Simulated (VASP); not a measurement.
# Mn (P6_3/mmc) in VASP: density of states with PBE

Aim: the density of states of Mn with PBE.

All numbers are computed with VASP 6.6.1; they aren't measurements. Logs are shortened: lines on timing, memory, paths and dates and some standing lists are left out, and cuts for length are marked.

**1. The cell of the first run**

It takes space group P6_3/mmc (No. 194, hexagonal). The conventional cell has a = 1.880 Å, b = 1.880 Å, c = 3.012 Å, α = 90.00°, β = 90.00°, γ = 120.00°. Mn (site symmetry -6m2) has 12 Mn at 1.86 to 1.88 Å within 2.5 Å.

**2. Density of states, PBE, collinear spin, ferromagnetic start (volume scaled by 0.43)**

POSCAR reads:

```
Mn
1.0
    1.8801110371      0.0000000000      0.0000000000
   -0.9400555185      1.6282239200      0.0000000000
    0.0000000000      0.0000000000      3.0115157860
Mn
2
Direct
    0.3333333333      0.6666666667      0.2500000000
    0.6666666667      0.3333333333      0.7500000000
```

INCAR.step1 reads:

```
PREC     = Accurate       # precision mode
ENCUT    = 520            # plane-wave cutoff, eV
EDIFF    = 1E-6           # SCF threshold, eV
ISMEAR   = -1             # smearing method
SIGMA    = 0.1            # smearing width, eV
LREAL    = F              # projectors in reciprocal space
LASPH    = T              # aspherical terms in the spheres
NELM     = 150            # most SCF steps
ALGO     = Normal         # electronic algorithm
ISIF     = 2              # what is computed and relaxed
LWAVE    = F              # write WAVECAR
LCHARG   = T              # write CHGCAR
ISPIN    = 2              # spin polarisation
MAGMOM   = 3 3            # initial moments
LMAXMIX  = 4              # l up to which the mixer works
GGA      = PE             # functional
NBANDS   = 24             # bands
```

KPOINTS.step1 reads:

```
regular mesh
0
Gamma
  17 17 9
```

INCAR.step2 reads:

```
PREC     = Accurate       # precision mode
ENCUT    = 520            # plane-wave cutoff, eV
EDIFF    = 1E-6           # SCF threshold, eV
ISMEAR   = -5             # smearing method
SIGMA    = 0.1            # smearing width, eV
LREAL    = F              # projectors in reciprocal space
LASPH    = T              # aspherical terms in the spheres
NELM     = 150            # most SCF steps
ALGO     = Normal         # electronic algorithm
ISIF     = 2              # what is computed and relaxed
LWAVE    = F              # write WAVECAR
LCHARG   = F              # write CHGCAR
ISPIN    = 2              # spin polarisation
MAGMOM   = 3 3            # initial moments
LORBIT   = 10             # projections on sites
LMAXMIX  = 4              # l up to which the mixer works
GGA      = PE             # functional
NBANDS   = 24             # bands
NEDOS    = 2001           # points of the DOS
ICHARG   = 11             # starting density
```

KPOINTS.step2 reads:

```
regular mesh
0
Gamma
  26 26 14
```

Potentials or basis: VASP PAW PBE potentials, release 64 (Mn_pv).

Run with:

```console
cat potpaw_PBE.64/Mn_pv/POTCAR > POTCAR
cp INCAR.step1 INCAR
cp KPOINTS.step1 KPOINTS
mpirun -np 1 vasp_std > vasp.out
cp INCAR.step2 INCAR
cp KPOINTS.step2 KPOINTS
mpirun -np 1 vasp_std > vasp.out
```

OUTCAR:

```text
PREC = Accurate
   ENCUT = 520
   EDIFF = 1E-6
   ISMEAR = -5
   LREAL = F
   LASPH = T
   NELM = 150
   ISIF = 2
   ISPIN = 2
   LORBIT = 10
   GGA = PE
   ICHARG = 11

 ion  position               nearest neighbor table
   1  0.333  0.667  0.250-   2 1.86   2 1.86   2 1.86   2 1.86   2 1.86   2 1.86   2 2.64   2 2.64
                             2 2.64   2 2.64   2 2.64   2 2.64
   2  0.667  0.333  0.750-   1 1.86   1 1.86   1 1.86   1 1.86   1 1.86   1 1.86   1 2.64   1 2.64
                             1 2.64   1 2.64   1 2.64   1 2.64

  LATTYP: Found a hexagonal cell.
 ALAT       =     1.8801110371
 C/A-ratio  =     1.6017754944

  Lattice vectors:

 A1 = (   1.8801110371,   0.0000000000,   0.0000000000)
 A2 = (  -0.9400555185,   1.6282239200,   0.0000000000)
 A3 = (   0.0000000000,   0.0000000000,   3.0115157860)

Analysis of symmetry for initial positions (statically):
=====================================================================
 Subroutine PRICEL returns:
 Original cell was already a primitive cell.

 Routine SETGRP: Setting up the symmetry group for a
 hexagonal supercell.

 Subroutine GETGRP returns: Found 24 space group operations
 (whereof 12 operations were pure point group operations)
 out of a pool of 24 trial point group operations.

The static configuration has the point symmetry D_3d.
 The point group associated with its full space group is D_6h.

Analysis of symmetry for dynamics (positions and initial velocities):
=====================================================================
 Subroutine PRICEL returns:
 Original cell was already a primitive cell.

 Routine SETGRP: Setting up the symmetry group for a
 hexagonal supercell.

 Subroutine GETGRP returns: Found 24 space group operations
 (whereof 12 operations were pure point group operations)
 out of a pool of 24 trial point group operations.

The dynamic configuration has the point symmetry D_3d.
 The point group associated with its full space group is D_6h.

Analysis of structural, dynamic, and magnetic symmetry:
=====================================================================
 Subroutine PRICEL returns:
 Original cell was already a primitive cell.

 Routine SETGRP: Setting up the symmetry group for a
 hexagonal supercell.

 Subroutine GETGRP returns: Found 24 space group operations
[... 118 lines left out ...]
   NUPDOWN=      -1.0000    fix difference up-down
   EMIN   =  10.00;   EMAX   =-10.00  energy-range for DOS
   EFERMI =   0.00;   METHOD = LEGACY
   ISMEAR =    -5;   SIGMA  =   0.10  broadening in eV -4-tet -1-fermi 0-gaus
   EFERMI_NEDOS =   21; number of points for ismear=-14 and -15
   IALGO  =     38    algorithm
   IMIX   =      4    mixing-type and parameters
     AMIX     =   0.40;   BMIX     =  1.00
     AMIX_MAG =   1.60;   BMIX_MAG =  1.00
  volume/ion in A,a.u.               =       4.61        31.11
  Fermi-wavevector in a.u.,A,eV,Ry     =   2.312979  4.370897 72.789425  5.349872
  Thomas-Fermi vector in A             =   3.242946
   LORBIT       =     10    0 simple, 1 ext, 2 COOP (PROOUT), +10 PAW based schemes
   GGA     = PE    functional components
   LHFCALC =     F    Hartree Fock is set to
   AEXX    =    0.0000 exact exchange contribution
   IVDW    =     0    specifies the selected vdW correction
   LEPSILON=     F    determine dielectric tensor
   LRPA    =     F    only Hartree local field effects (RPA)
 spin polarized calculation
 Fermi weights with tetrahedron method with Bloechl corrections
  energy-cutoff  :      520.00
  volume of cell :        9.22
 maximum number of plane-waves:       264
 NGX is ok and might be reduce to    14

 number of electron      26.0000011 magnetization      -0.0000037

 Free energy of the ion-electron system (eV)
  ---------------------------------------------------
  ext. energy  EPLUGINS =         0.00000000
  ---------------------------------------------------
  free energy    TOTEN  =         8.37063063 eV

  energy without entropy =        8.37063063  energy(sigma->0) =        8.37063063

 E-fermi :  28.4969     XC(G=0): -19.9423

 val. band max:       28.7203246468   @ k =   0.3462   0.0000   0.4286
 cond. band min:      28.3873140754   @ k =   0.1923   0.0000   0.0714
 fundamental gap:     -0.3330105714
 Fermi energy:        28.4968843553

 spin component 1

 k-point     1 :       0.0000    0.0000    0.0000
  band No.  band energies     occupation
      1     -26.2042      1.00000
      2     -18.7161      1.00000
      3     -18.7161      1.00000
      4     -17.6597      1.00000
      5     -17.6597      1.00000
      6     -17.4584      1.00000
[... 637 lines left out ...]
     23      60.0918      0.00000
     24      61.2418      0.00000

 [... further k-points ...]

 spin component 2

 k-point     1 :       0.0000    0.0000    0.0000
  band No.  band energies     occupation
      1     -26.2042      1.00000
      2     -18.7161      1.00000
      3     -18.7161      1.00000
      4     -17.6597      1.00000
      5     -17.6597      1.00000
      6     -17.4584      1.00000
[... 637 lines left out ...]
     23      60.0918      0.00000
     24      61.2419      0.00000

 [... further k-points ...]
[... 5 lines left out ...]
  --------------------------------------------------------------------------------------
  -------------------------------------------------------------------------------------
  Total       84.0175235     84.0175235     85.0919035      0.0000000     -0.0000000      0.0000000
  in kB    14601.5071272  14601.5071260  14788.2249369      0.0000004     -0.0000000      0.0000000
  external PRESSURE =   14663.7463967 kB  Pullay stress =       0.0000000 kB

 VOLUME and BASIS-vectors are now :
 -----------------------------------------------------------------------------
  energy-cutoff  :      520.00
  volume of cell :        9.22
      direct lattice vectors                 reciprocal lattice vectors
     1.880111037  0.000000000  0.000000000     0.531883479  0.307083070  0.000000000
    -0.940055519  1.628223920  0.000000000     0.000000000  0.614166140  0.000000000
     0.000000000  0.000000000  3.011515786     0.000000000  0.000000000  0.332058694

 POSITION                                       TOTAL-FORCE (eV/Angst)
 -----------------------------------------------------------------------------------
     -0.00000      1.08548      0.75288        -0.000000     -0.000000     -0.000000
      0.94006      0.54274      2.25864         0.000000      0.000000      0.000000
 -----------------------------------------------------------------------------------
    total drift:                                0.000000     -0.000000     -0.000000

  FREE ENERGIE OF THE ION-ELECTRON SYSTEM (eV)
  ---------------------------------------------------
  free  energy   TOTEN  =         8.3706306287 eV

  energy  without entropy=        8.3706306287  energy(sigma->0) =        8.37063063

 total charge

# of ion       s       p       d       tot
------------------------------------------
    1        0.887   7.246   7.230  15.363
    2        0.887   7.246   7.230  15.363
--------------------------------------------------
tot          1.774  14.492  14.459  30.726

 magnetization (x)

# of ion       s       p       d       tot
------------------------------------------
    1       -0.000  -0.000  -0.000  -0.000
    2       -0.000  -0.000  -0.000  -0.000
--------------------------------------------------
tot         -0.000  -0.000  -0.000  -0.000
```

OSZICAR.step1:

```text
N       E                     dE             d eps       ncg     rms          rms(c)
DAV:   1     0.209228613393E+03    0.20923E+03   -0.11867E+04 17936   0.168E+03
DAV:   2     0.171276063611E+02   -0.19210E+03   -0.18110E+03 15984   0.394E+02
DAV:   3     0.108433949083E+02   -0.62842E+01   -0.62627E+01 19784   0.779E+01
DAV:   4     0.108254176450E+02   -0.17977E-01   -0.17976E-01 16936   0.415E+00
DAV:   5     0.108253688733E+02   -0.48772E-04   -0.48773E-04 18600   0.215E-01    0.820E+01
DAV:   6     0.817981868692E+01   -0.26456E+01   -0.36127E-01 19128   0.918E+00    0.457E+01
DAV:   7     0.854469424582E+01    0.36488E+00   -0.22202E-01 18888   0.694E+00    0.116E+01
DAV:   8     0.838498039092E+01   -0.15971E+00   -0.71860E-02 19200   0.439E+00    0.566E+00
DAV:   9     0.835226346875E+01   -0.32717E-01   -0.29917E-03 16288   0.685E-01    0.873E-01
DAV:  10     0.835000340303E+01   -0.22601E-02   -0.72165E-04 18520   0.359E-01    0.133E-01
DAV:  11     0.834992704921E+01   -0.76354E-04   -0.75735E-05 19032   0.109E-01    0.766E-02
DAV:  12     0.834994105284E+01    0.14004E-04   -0.37445E-06 19000   0.231E-02    0.214E-02
DAV:  13     0.834995168359E+01    0.10631E-04   -0.74442E-07 13936   0.116E-02    0.437E-03
DAV:  14     0.834995370971E+01    0.20261E-05   -0.10708E-07  9488   0.418E-03    0.174E-03
DAV:  15     0.834995331045E+01   -0.39926E-06   -0.17982E-08  8024   0.156E-03
   1 F= 0.83499533E+01 E0= 0.83647086E+01  d E =-.295106E-01  mag=    -0.0000
```

Wall time 94 s (1 thread of Intel Xeon Platinum 8559C (Emerald Rapids), shared host); peak memory 0.34 GiB.

Results:

| Property | Result |
| --- | --- |
| Net moment | 0.00 μB per cell |

Levels at points of the mesh, in eV from the Fermi level:
Spin up:
```
           k point  band 11  band 12  band 13  band 14  band 15  band 16
(0.00, 0.00, 0.00)    -3.94    -2.51    -2.51    -1.06    -1.06     3.96
(0.50, 0.00, 0.00)    -2.27    -1.00    -0.02     4.93     5.65     5.73
(0.00, 0.00, 0.50)    -4.52    -4.52    -1.11    -1.11     2.96     2.96
(0.50, 0.00, 0.50)    -0.50    -0.50     3.52     3.52     5.39     5.39
```
Spin down:
| k point | band 11 | band 12 | band 13 | band 14 | band 15 | band 16 |
| --- | --- | --- | --- | --- | --- | --- |
| (0.00, 0.00, 0.00) | -3.94 | -2.51 | -2.51 | -1.06 | -1.06 | 3.96 |
| (0.50, 0.00, 0.00) | -2.27 | -1.00 | -0.02 | 4.93 | 5.65 | 5.73 |
| (0.00, 0.00, 0.50) | -4.52 | -4.52 | -1.11 | -1.11 | 2.96 | 2.96 |
| (0.50, 0.00, 0.50) | -0.50 | -0.50 | 3.52 | 3.52 | 5.39 | 5.39 |

Caveat: the starting moments collapsed, and a magnetic state may lie lower; tetrahedron occupations give inexact forces and stress in metals.
